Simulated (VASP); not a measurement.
# Si2W (P6_222) in VASP: further runs

Si2W is run at these levels: PBEsol; tasks: single point.

All numbers are computed with VASP 6.6.1; they aren't measurements. Logs are shortened: lines on timing, memory, paths and dates and some standing lists are left out, and cuts for length are marked.

### 1 The cell of the first run

The structure is hexagonal, space group P6_222 (No. 180). The conventional cell has a = 4.805 Å, b = 4.805 Å, c = 6.273 Å, α = 90.00°, β = 90.00°, γ = 120.00°. Within 3.3 Å of Si (site symmetry 2) lie 9 Si at 2.50 to 3.22 Å and 5 W at 2.52 to 2.80 Å. Within 3.3 Å of W (site symmetry 222) lie 10 Si at 2.52 to 2.80 Å and 4 W at 3.18 Å.

### 2 Single point, PBEsol (strain +0.050 along x and y, -0.050 along z)

Contents of INCAR:

```
PREC = Accurate
ENCUT = 520
EDIFF = 1E-6
ISMEAR = 0
SIGMA = 0.15
LREAL = False
LASPH = True
NELM = 80
ALGO = Normal
ISIF = 2
LWAVE = False
LCHARG = False
GGA = PS
NBANDS = 43
```

Contents of KPOINTS:

```
Automatic mesh
0
Gamma
  12 12 6
```

Contents of POSCAR:

```
Si2W
1.0
    4.8048909318      0.0000000000      0.0000000000
   -2.4024454659      4.1611576093      0.0000000000
    0.0000000000      0.0000000000      6.2731420963
Si W
6 3
Direct
    0.8361793875      0.6723587749      0.5000000000
    0.1638206125      0.8361793875      0.8333333333
    0.6723587749      0.8361793875      0.1666666667
    0.1638206125      0.3276412251      0.5000000000
    0.8361793875      0.1638206125      0.8333333333
    0.3276412251      0.1638206125      0.1666666667
    0.0000000000      0.5000000000      0.1666666667
    0.5000000000      0.5000000000      0.8333333333
    0.5000000000      0.0000000000      0.5000000000
```

Potentials or basis: VASP PAW PBE potentials, release 64 (Si, W_sv).

Launch:

```
$ cat potpaw_PBE.64/Si/POTCAR potpaw_PBE.64/W_sv/POTCAR > POTCAR
$ mpirun -np 1 vasp_std > vasp.out
```

OUTCAR:

```text
PREC = Accurate
   ENCUT = 520
   EDIFF = 1E-6
   ISMEAR = 0
   LREAL = False
   LASPH = True
   NELM = 80
   ISIF = 2
   GGA = PS

 ion  position               nearest neighbor table
   1  0.836  0.672  0.500-   2 2.50   3 2.50   7 2.52   8 2.52   4 2.73   9 2.76   9 2.76   9 2.80
                             4 2.80   4 2.80
   2  0.164  0.836  0.833-   1 2.50   6 2.50   9 2.52   7 2.52   5 2.73   8 2.76   8 2.76   8 2.80
                             5 2.80   5 2.80
   3  0.672  0.836  0.167-   1 2.50   5 2.50   9 2.52   8 2.52   6 2.73   7 2.76   7 2.76   7 2.80
                             6 2.80   6 2.80
   4  0.164  0.328  0.500-   5 2.50   6 2.50   7 2.52   8 2.52   1 2.73   9 2.76   9 2.76   9 2.80
                             1 2.80   1 2.80
   5  0.836  0.164  0.833-   4 2.50   3 2.50   9 2.52   7 2.52   2 2.73   8 2.76   8 2.76   8 2.80
                             2 2.80   2 2.80
   6  0.328  0.164  0.167-   4 2.50   2 2.50   9 2.52   8 2.52   3 2.73   7 2.76   7 2.76   7 2.80
                             3 2.80   3 2.80
   7  0.000  0.500  0.167-   1 2.52   4 2.52   2 2.52   5 2.52   6 2.76   3 2.76   6 2.76   3 2.76
                             3 2.80   6 2.80   9 3.18   9 3.18   8 3.18   8 3.18
   8  0.500  0.500  0.833-   1 2.52   4 2.52   3 2.52   6 2.52   5 2.76   2 2.76   2 2.76   5 2.76
                             5 2.80   2 2.80   9 3.18   9 3.18   7 3.18   7 3.18
   9  0.500  0.000  0.500-   3 2.52   6 2.52   5 2.52   2 2.52   4 2.76   1 2.76   4 2.76   1 2.76
                             4 2.80   1 2.80   7 3.18   8 3.18   8 3.18   7 3.18

  LATTYP: Found a hexagonal cell.
 ALAT       =     4.8048909318
 C/A-ratio  =     1.3055742961

  Lattice vectors:

 A1 = (   4.8048909318,   0.0000000000,   0.0000000000)
 A2 = (  -2.4024454659,   4.1611576093,   0.0000000000)
 A3 = (   0.0000000000,   0.0000000000,   6.2731420963)

Analysis of symmetry for initial positions (statically):
=====================================================================
 Subroutine PRICEL returns:
 Original cell was already a primitive cell.

 Routine SETGRP: Setting up the symmetry group for a
 hexagonal supercell.

 Subroutine GETGRP returns: Found 12 space group operations
 (whereof  4 operations were pure point group operations)
 out of a pool of 24 trial point group operations.

The static configuration has the point symmetry D_2 .
 The point group associated with its full space group is D_6 .

Analysis of symmetry for dynamics (positions and initial velocities):
=====================================================================
 Subroutine PRICEL returns:
 Original cell was already a primitive cell.

 Routine SETGRP: Setting up the symmetry group for a
 hexagonal supercell.

 Subroutine GETGRP returns: Found 12 space group operations
 (whereof  4 operations were pure point group operations)
 out of a pool of 24 trial point group operations.

The dynamic configuration has the point symmetry D_2 .
 The point group associated with its full space group is D_6 .

 Subroutine INISYM returns: Found 12 space group operations
 (whereof  4 operations are pure point group operations),
 and found     1 'primitive' translations

----------------------------------------------------------------------------------------

                                     Primitive cell

  volume of cell :     125.4246

  direct lattice vectors                    reciprocal lattice vectors
     4.804890932  0.000000000  0.000000000     0.208121269  0.120158871  0.000000000
    -2.402445466  4.161157609  0.000000000     0.000000000  0.240317742  0.000000000
     0.000000000  0.000000000  6.273142096     0.000000000  0.000000000  0.159409748

  length of vectors
     4.804890932  4.804890932  6.273142096     0.240317742  0.240317742  0.159409748

  position of ions in fractional coordinates (direct lattice)
     0.836179388  0.672358775  0.500000000
     0.163820612  0.836179388  0.833333333
     0.672358775  0.836179388  0.166666667
     0.163820612  0.327641225  0.500000000
     0.836179388  0.163820612  0.833333333
     0.327641225  0.163820612  0.166666667
     0.000000000  0.500000000  0.166666667
     0.500000000  0.500000000  0.833333333
     0.500000000  0.000000000  0.500000000

  ion indices of the primitive-cell ions
   primitive index   ion index
                 1           1
                 2           2
                 3           3
                 4           4
                 5           5
                 6           6
                 7           7
                 8           8
                 9           9

----------------------------------------------------------------------------------------

 KPOINTS: Automatic mesh

Automatic generation of k-mesh.
 Grid dimensions read from file:
 generate k-points for:   12   12    6

 Generating k-lattice:

  Cartesian coordinates                     Fractional coordinates (reciprocal lattice)
     0.017343439  0.010013239  0.000000000     0.083333333  0.000000000  0.000000000
     0.000000000  0.020026478  0.000000000     0.000000000  0.083333333  0.000000000
     0.000000000  0.000000000  0.026568291     0.000000000  0.000000000  0.166666667

  Length of vectors
     0.020026478  0.020026478  0.026568291

  Shift w.r.t. Gamma in fractional coordinates (k-lattice)
     0.000000000  0.000000000  0.000000000

 Subroutine IBZKPT returns following result:
 ===========================================

 Found     76 irreducible k-points:

 Following reciprocal coordinates:
            Coordinates               Weight
  0.000000  0.000000  0.000000      1.000000
  0.083333  0.000000  0.000000      6.000000
  0.166667  0.000000  0.000000      6.000000
  0.250000  0.000000  0.000000      6.000000
  0.333333  0.000000  0.000000      6.000000
  0.416667  0.000000  0.000000      6.000000
[... 16 lines left out ...]
  0.250000  0.000000  0.166667     12.000000
  0.333333  0.000000  0.166667     12.000000
 [... further k-points ...]
   k-points           NKPTS =     76   k-points in BZ     NKDIM =     76   number of bands    NBANDS=     43
   number of dos      NEDOS =    301   number of ions     NIONS =      9
   total plane-waves  NPLWV =  62208
   dimension x,y,z NGX =    36 NGY =   36 NGZ =   48
   dimension x,y,z NGXF=    72 NGYF=   72 NGZF=   96
[... 5 lines left out ...]
   ISTART =      0    job   : 0-new  1-cont  2-samecut
   ICHARG =      2    charge: 1-file 2-atom 10-const
   ISPIN  =      1    spin polarized calculation?
   LNONCOLLINEAR =      F non collinear calculations
   LSORBIT =      F    spin-orbit coupling
   LASPH  =      T    aspherical Exc in radial PAW
   ENCUT  =  520.0 eV  38.22 Ry    6.18 a.u.   8.93  8.93 11.66*2*pi/ulx,y,z
   NELM   =     80;   NELMIN=  2; NELMDL= -5     # of ELM steps
   EDIFF  = 0.1E-05   stopping-criterion for ELM
   LREAL  =      F    real-space projection
   EDIFFG = 0.1E-04   stopping-criterion for IOM
   NSW    =      0    number of steps for IOM
   IBRION =     -1    ionic relax: 0-MD 1-quasi-New 2-CG
   NFREE  =      0    steps in history (QN), initial steepest desc. (CG)
   ISIF   =      2    stress and relaxation
   ISYM   =      2    0-nonsym 1-usesym 2-fastsym
   POTIM  = 0.5000    time-step for ionic-motion
   TEBEG  =    0.0;   TEEND  =   0.0 temperature during run
   PSTRESS=    0.0 pullay stress
   NELECT =      66.0000    total number of electrons
   NUPDOWN=      -1.0000    fix difference up-down
   EMIN   =  10.00;   EMAX   =-10.00  energy-range for DOS
   EFERMI =   0.00;   METHOD = LEGACY
   ISMEAR =     0;   SIGMA  =   0.15  broadening in eV -4-tet -1-fermi 0-gaus
   EFERMI_NEDOS =   21; number of points for ismear=-14 and -15
   IALGO  =     38    algorithm
   IMIX   =      4    mixing-type and parameters
     AMIX     =   0.40;   BMIX     =  1.00
     AMIX_MAG =   1.60;   BMIX_MAG =  1.00
  volume/ion in A,a.u.               =      13.94        94.05
  Fermi-wavevector in a.u.,A,eV,Ry     =   1.321687  2.497626 23.767417  1.746856
  Thomas-Fermi vector in A             =   2.451422
   LORBIT       =      0    0 simple, 1 ext, 2 COOP (PROOUT), +10 PAW based schemes
   GGA     = PS    functional components
   LHFCALC =     F    Hartree Fock is set to
   AEXX    =    0.0000 exact exchange contribution
   IVDW    =     0    specifies the selected vdW correction
   LEPSILON=     F    determine dielectric tensor
   LRPA    =     F    only Hartree local field effects (RPA)
 non-spin polarized calculation
 Gauss-broadening in eV      SIGMA  =   0.15
  energy-cutoff  :      520.00
  volume of cell :      125.42
 maximum number of plane-waves:      3395
 NGX is ok and might be reduce to    36
   NGX = 17   NGY = 17   NGZ = 23

 number of electron      66.0000008 magnetization

 Free energy of the ion-electron system (eV)
  ---------------------------------------------------
  ext. energy  EPLUGINS =         0.00000000
  ---------------------------------------------------
  free energy    TOTEN  =       -78.54486120 eV

  energy without entropy =      -78.53365322  energy(sigma->0) =      -78.53925721

 E-fermi :  12.0257     XC(G=0): -12.4369

 val. band max:       11.9672561716   @ k =   0.5000   0.0000   0.5000
 cond. band min:      12.0672773138   @ k =   0.0000   0.0000   0.3333
 fundamental gap:      0.1000211422
 Fermi energy:        12.0257463687

 k-point     1 :       0.0000    0.0000    0.0000
  band No.  band energies     occupation
      1     -62.3858      2.00000
      2     -62.3732      2.00000
      3     -62.3732      2.00000
      4     -26.7488      2.00000
      5     -26.7488      2.00000
      6     -26.7456      2.00000
[... 35 lines left out ...]
     42      15.2665      0.00000
     43      15.2762      0.00000

 k-point     2 :       0.0833    0.0000    0.0000
  band No.  band energies     occupation
      1     -62.3856      2.00000
      2     -62.3734      2.00000
      3     -62.3732      2.00000
      4     -26.7494      2.00000
      5     -26.7490      2.00000
      6     -26.7468      2.00000
[... 35 lines left out ...]
     42      14.9845      0.00000
     43      15.1459      0.00000

 k-point     3 :       0.1667    0.0000    0.0000
  band No.  band energies     occupation
      1     -62.3850      2.00000
      2     -62.3739      2.00000
      3     -62.3732      2.00000
      4     -26.7520      2.00000
      5     -26.7495      2.00000
      6     -26.7485      2.00000
[... 35 lines left out ...]
     42      14.8282      0.00000
     43      15.2766      0.00000

 k-point     4 :       0.2500    0.0000    0.0000
  band No.  band energies     occupation
      1     -62.3841      2.00000
      2     -62.3748      2.00000
      3     -62.3732      2.00000
      4     -26.7556      2.00000
      5     -26.7504      2.00000
      6     -26.7496      2.00000
[... 863 lines left out ...]
     42      14.9971      0.00000
     43      15.1295      0.00000

 k-point    23 :       0.2500    0.0000    0.1667
  band No.  band energies     occupation
      1     -62.3837      2.00000
      2     -62.3763      2.00000
      3     -62.3721      2.00000
      4     -26.7588      2.00000
      5     -26.7501      2.00000
      6     -26.7446      2.00000
[... 35 lines left out ...]
     42      15.0935      0.00000
     43      15.3785      0.00000

 k-point    24 :       0.3333    0.0000    0.1667
  band No.  band energies     occupation
      1     -62.3828      2.00000
      2     -62.3766      2.00000
      3     -62.3727      2.00000
      4     -26.7604      2.00000
      5     -26.7536      2.00000
      6     -26.7467      2.00000
[... 35 lines left out ...]
     42      15.0129      0.00000
     43      15.5061      0.00000

 [... further k-points ...]
[... 5 lines left out ...]
  --------------------------------------------------------------------------------------
  -------------------------------------------------------------------------------------
  Total      -10.9130064    -10.9130064      8.4543038     -0.0000000     -0.0000000      0.0000000
  in kB     -139.4030150   -139.4030150    107.9954867     -0.0000000     -0.0000000      0.0000000
  external PRESSURE =     -56.9368478 kB  Pullay stress =       0.0000000 kB

 VOLUME and BASIS-vectors are now :
 -----------------------------------------------------------------------------
  energy-cutoff  :      520.00
  volume of cell :      125.42
      direct lattice vectors                 reciprocal lattice vectors
     4.804890932  0.000000000  0.000000000     0.208121269  0.120158871  0.000000000
    -2.402445466  4.161157609  0.000000000     0.000000000  0.240317742  0.000000000
     0.000000000  0.000000000  6.273142096     0.000000000  0.000000000  0.159409748

 POSITION                                       TOTAL-FORCE (eV/Angst)
 -----------------------------------------------------------------------------------
      2.40245      2.79779      3.13657        -0.000000      0.126306      0.000000
     -1.22174      3.47947      5.22762        -0.109384      0.063153      0.000000
      1.22174      3.47947      1.04552         0.109384      0.063153      0.000000
     -0.00000      1.36337      3.13657        -0.000000     -0.126306      0.000000
      3.62418      0.68168      5.22762         0.109384     -0.063153      0.000000
      1.18071      0.68168      1.04552        -0.109384     -0.063153      0.000000
     -1.20122      2.08058      1.04552        -0.000000     -0.000000     -0.000000
      1.20122      2.08058      5.22762        -0.000000     -0.000000     -0.000000
      2.40245      0.00000      3.13657        -0.000000     -0.000000      0.000000
 -----------------------------------------------------------------------------------
    total drift:                                0.000000     -0.000000      0.000000

  FREE ENERGIE OF THE ION-ELECTRON SYSTEM (eV)
  ---------------------------------------------------
  free  energy   TOTEN  =       -78.5448612022 eV

  energy  without entropy=      -78.5336532234  energy(sigma->0) =      -78.53925721
```

Run time: 3.2 min. Hardware: 1 thread of AMD EPYC 9R45 (Zen 5), shared host; peak memory 0.41 GiB.

Results:

```yaml
Free_energy: -78.5449 eV
Pressure: -5.7 GPa
Largest_force: 0.126 eV/Å
```

Forces on the atoms (eV/Å):
```
Si   0.000  0.126  0.000
Si  -0.109  0.063  0.000
Si   0.109  0.063  0.000
Si   0.000 -0.126  0.000
Si   0.109 -0.063  0.000
Si  -0.109 -0.063  0.000
W    0.000  0.000  0.000
W    0.000  0.000  0.000
W    0.000  0.000  0.000
```

Stress tensor (GPa, compression positive):
```
-13.94   0.00   0.00
  0.00 -13.94   0.00
  0.00   0.00  10.80
```

Caveat: the cell differs from its parent crystal (strain +0.050 along x and y, -0.050 along z); the PAW data sets were made with another functional, which shifts forces and pressure a little; spin-orbit coupling is left out, which moves the levels of the heavy elements.

### 3 Single point, PBEsol (strain +0.025 along x and y, +0.000 along z)

Edit INCAR of step 2 so:

```diff
@@ -11,4 +11,6 @@
 LWAVE = False
-LCHARG = False
+LCHARG = True
 GGA = PS
+LELF = True
+LVHAR = True
 NBANDS = 43
```

Contents of KPOINTS:

```
regular mesh
0
Gamma
  12 12 6
```

Edit POSCAR of step 2 so:

```diff
@@ -2,5 +2,5 @@
 1.0
-    4.8048909318      0.0000000000      0.0000000000
-   -2.4024454659      4.1611576093      0.0000000000
-    0.0000000000      0.0000000000      6.2731420963
+    4.6904887667      0.0000000000      0.0000000000
+   -2.3452443834      4.0620824282      0.0000000000
+    0.0000000000      0.0000000000      6.6033074698
 Si W
```

Potentials or basis: VASP PAW PBE potentials, release 64 (Si, W_sv).

Launch:

```
$ cat potpaw_PBE.64/Si/POTCAR potpaw_PBE.64/W_sv/POTCAR > POTCAR
$ mpirun -np 1 vasp_std > vasp.out
```

It took 3.7 min on 1 thread of AMD EPYC 9R45 (Zen 5), shared host; peak memory 0.41 GiB.

The run converged. Its results:

| Item | Value |
| --- | --- |
| Free energy | -79.0964 eV |
| Pressure | -9.7 GPa |
| Largest force | 0.005 eV/Å |
| Band gap on the k mesh | zero (band 33 reaches 11.99 eV, above the bottom of band 34 at 11.97 eV) |

Forces on the atoms (eV/Å):
```
Si   0.000  0.005  0.000
Si  -0.004  0.003  0.000
Si   0.004  0.003  0.000
Si   0.000 -0.005  0.000
Si   0.004 -0.003  0.000
Si  -0.004 -0.003  0.000
W    0.000  0.000  0.000
W    0.000  0.000  0.000
W    0.000  0.000  0.000
```

Stress tensor (GPa, compression positive):
```
-11.32   0.00   0.00
  0.00 -11.32   0.00
  0.00   0.00  -6.46
```

Levels at points of the mesh, in eV from the Fermi level:
```
           k point  band 30  band 31  band 32  band 33  band 34  band 35  band 36  band 37
(0.00, 0.00, 0.00)    -3.45    -3.15    -2.68    -0.88     2.05     2.05     2.13     2.25
(0.50, 0.00, 0.00)    -2.19    -1.57    -1.16    -0.66     0.02     0.69     0.74     0.99
(0.00, 0.00, 0.50)    -2.86    -2.72    -0.57    -0.57     1.73     1.92     1.92     2.10
(0.50, 0.00, 0.50)    -2.86    -2.06    -1.39     0.04     0.52     1.06     1.27     1.39
```

Caveat: the cell differs from its parent crystal (strain +0.025 along x and y, +0.000 along z); the PAW data sets were made with another functional, which shifts forces and pressure a little; spin-orbit coupling is left out, which moves the levels of the heavy elements.

### 4 Single point, PBEsol (strain +0.050 along x and y, -0.025 along z)

Contents of INCAR:

```
SYSTEM = Si2W
PREC = Accurate
ENCUT = 520
EDIFF = 1E-7
ISMEAR = 0
SIGMA = 0.15
LREAL = .False.
LASPH = .True.
NELM = 100
ALGO = Normal
ISIF = 2
LWAVE = .False.
LCHARG = .True.
GGA = PS
LELF = .True.
LVHAR = .True.
NBANDS = 43
```

Contents of KPOINTS:

```
regular mesh
0
Gamma
  12 12 6
  0 0 0
```

Edit POSCAR of step 3 so:

```diff
@@ -2,5 +2,5 @@
 1.0
-    4.6904887667      0.0000000000      0.0000000000
-   -2.3452443834      4.0620824282      0.0000000000
-    0.0000000000      0.0000000000      6.6033074698
+    4.8048909318      0.0000000000      0.0000000000
+   -2.4024454659      4.1611576093      0.0000000000
+    0.0000000000      0.0000000000      6.4382247831
 Si W
```

Launch:

```
$ cat potpaw_PBE.64/Si/POTCAR potpaw_PBE.64/W_sv/POTCAR > POTCAR
$ mpirun -np 1 vasp_std > vasp.out
```

It took 3.5 min on 1 thread of AMD EPYC 9R45 (Zen 5), shared host; peak memory 0.41 GiB.

Results (log left out):

| Property | Result |
| --- | --- |
| Free energy | -78.6332 eV |
| Pressure | -12.0 GPa |
| Largest force | 0.051 eV/Å |

Forces in eV/Å, atoms in the order of the input:
```
Si   0.000  0.051  0.000
Si  -0.044  0.026  0.000
Si   0.044  0.026  0.000
Si   0.000 -0.051  0.000
Si   0.044 -0.026  0.000
Si  -0.044 -0.026  0.000
W    0.000  0.000  0.000
W    0.000  0.000  0.000
W    0.000  0.000  0.000
```

Stress tensor (GPa, compression positive):
```
-17.06   0.00   0.00
  0.00 -17.06   0.00
  0.00   0.00  -1.87
```

Levels at points of the mesh, in eV from the Fermi level:
```csv
k point,band 29,band 30,band 31,band 32,band 33,band 34,band 35,band 36,band 37,band 38
"(0.00, 0.00, 0.00)",-3.39,-3.38,-3.38,-2.82,-0.71,1.64,1.64,1.98,2.02,2.33
"(0.50, 0.00, 0.00)",-2.45,-2.03,-1.42,-1.25,-0.68,0.09,0.34,0.71,1.27,1.28
"(0.00, 0.00, 0.50)",-3.08,-3.08,-2.95,-0.27,-0.27,1.85,1.95,1.95,1.96,2.26
"(0.50, 0.00, 0.50)",-3.14,-2.64,-2.03,-1.65,0.01,0.36,1.02,1.15,1.39,1.74
```

Caveat: the cell differs from its parent crystal (strain +0.050 along x and y, -0.025 along z); the PAW data sets were made with another functional, which shifts forces and pressure a little; spin-orbit coupling is left out, which moves the levels of the heavy elements.

### 5 Summary

```tsv
cell	pressure (GPa)	largest force (eV/Å)
a = 4.805, b = 4.805, c = 6.273 Å, angles 90.0, 90.0, 120.0°, 9 atoms	-5.7	0.13
a = 4.690, b = 4.690, c = 6.603 Å, angles 90.0, 90.0, 120.0°, 9 atoms	-9.7	0.01
a = 4.805, b = 4.805, c = 6.438 Å, angles 90.0, 90.0, 120.0°, 9 atoms	-12.0	0.05
```

Alike in all rows: task single point; level PBEsol; potentials or basis VASP PAW PBE potentials, release 64 (Si, W_sv); no spin polarisation; k mesh 12 × 12 × 6; cutoff (eV) 520; smearing gaussian 0.15 eV.

Caveats: the PAW data sets were made with another functional, which shifts forces and pressure a little; spin-orbit coupling is left out, which moves the levels of the heavy elements.

Total energies depend on the potentials used, so only differences within one code and one set of settings carry meaning.
